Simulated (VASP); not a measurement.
Here is a VASP 6.6.1 calculation.

File INCAR:

```
SYSTEM = Li5GeF
  PREC = Accurate
  ENCUT = 600
  EDIFF = 1E-7
  ISMEAR = 0
  SIGMA = 0.1
  LREAL = .FALSE.
  LASPH = .TRUE.
  NELM = 100
  ALGO = Normal
  ISIF = 3
  LWAVE = .FALSE.
  LCHARG = .FALSE.
  GGA = PE
  IBRION = 2
  NSW = 100
  EDIFFG = -0.01
```

KPOINTS

```
regular mesh
0
G
  10 10 6
  0 0 0
```

File POSCAR:

```
Li5GeF
1.0
    3.9051282441      0.0000000000      0.0000000000
    0.0000000000      3.9051282441      0.0000000000
    0.0000000000      0.0000000000      8.4080525265
Li Ge F
5 1 1
Direct
    0.5000000000      0.5000000000      0.0000000000
    0.5000000000      0.0000000000      0.6922203153
    0.0000000000      0.5000000000      0.3077796847
    0.5000000000      0.0000000000      0.3077796847
    0.0000000000      0.5000000000      0.6922203153
    0.0000000000      0.0000000000      0.5000000000
    0.0000000000      0.0000000000      0.0000000000
```

Potentials or basis: VASP PAW PBE potentials, release 64 (Li_sv, Ge_d, F).

Launch:

```bash
$ cat potpaw_PBE.64/Li_sv/POTCAR potpaw_PBE.64/Ge_d/POTCAR potpaw_PBE.64/F/POTCAR > POTCAR
$ mpirun -np 1 vasp_std > vasp.out
```

Problem. What does it give for the relaxed cell?

Solution. a = 3.705 Å, b = 3.705 Å, c = 8.625 Å, α = 90.00°, β = 90.00°, γ = 90.00°.

Problem. Estimate the space group after relaxing (to 0.05 Å).

Solution. P4/mmm (No. 123).

Problem. Estimate the band gap on the k mesh.

Solution. Zero (band 18 reaches 2.78 eV, above the bottom of band 19 at 1.52 eV).

Problem. Estimate the relaxed volume.

Solution. 16.91 Å³/atom.

Forces on the atoms (eV/Å):
```
Li   0.000  0.000  0.000
Li   0.000  0.000  0.002
Li   0.000  0.000 -0.002
Li   0.000  0.000 -0.002
Li   0.000  0.000  0.002
Ge   0.000  0.000  0.000
F    0.000  0.000  0.000
```

Caveat: the cutoff is under 1.25 times the usual one of these potentials, so pressure, stress and relaxed cells hold a basis-set (Pulay) error.
